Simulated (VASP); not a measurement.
Wanted: the native input for a VASP 6.6.1 run.

| Item | Value |
| --- | --- |
| Task | single point |
| Functional | PBE |
| Potentials or basis | VASP PAW PBE potentials, release 64 (Mg, O) |
| Cutoff | 520 eV |
| k mesh | 10 × 10 × 10 |
| Occupations | fermi-dirac, width 0.02 eV |
| Spin | no spin polarisation |
| Dipole correction | no |
| Further INCAR settings | ALGO = Normal; EDIFF = 1e-06; NBANDS = 11 |

The structure of MgO lies in POSCAR:

```
MgO
1.0
    0.0374105964      2.0975346636      2.0975346636
    2.0975346636      0.0374105964      2.0975346636
    2.0975346636      2.0975346636      0.0374105964
Mg O
1 1
Direct
    0.0000000000      0.0000000000      0.0000000000
    0.5000000000      0.5000000000      0.5000000000
```

This cell differs from its parent crystal: epitaxial 111 strain -2.0%.

One way to write it, as run:

INCAR

```
SYSTEM = MgO
ALGO = Normal
EDIFF = 1E-6
ENCUT = 520
GGA = PE
ISIF = 2
ISMEAR = -1
LASPH = .TRUE.
LCHARG = .FALSE.
LREAL = .FALSE.
LWAVE = .FALSE.
NBANDS = 11
NELM = 100
PREC = Accurate
SIGMA = 0.02
```

KPOINTS

```
k-points
0
G
  10 10 10
  0 0 0
```

Potentials or basis: VASP PAW PBE potentials, release 64 (Mg, O).

Run with:

```bash
$ cat potpaw_PBE.64/Mg/POTCAR potpaw_PBE.64/O/POTCAR > POTCAR
$ mpirun -np 1 vasp_std > vasp.out
```

It gave:

The pressure is 11.1 GPa. The band gap on the k mesh is 5.03 eV, direct.

Caveat: the cell differs from its parent crystal (epitaxial 111 strain -2.0%).

It took 16 s on 1 thread of Intel Xeon 6975P-C (shared host), peak memory 0.16 GiB.
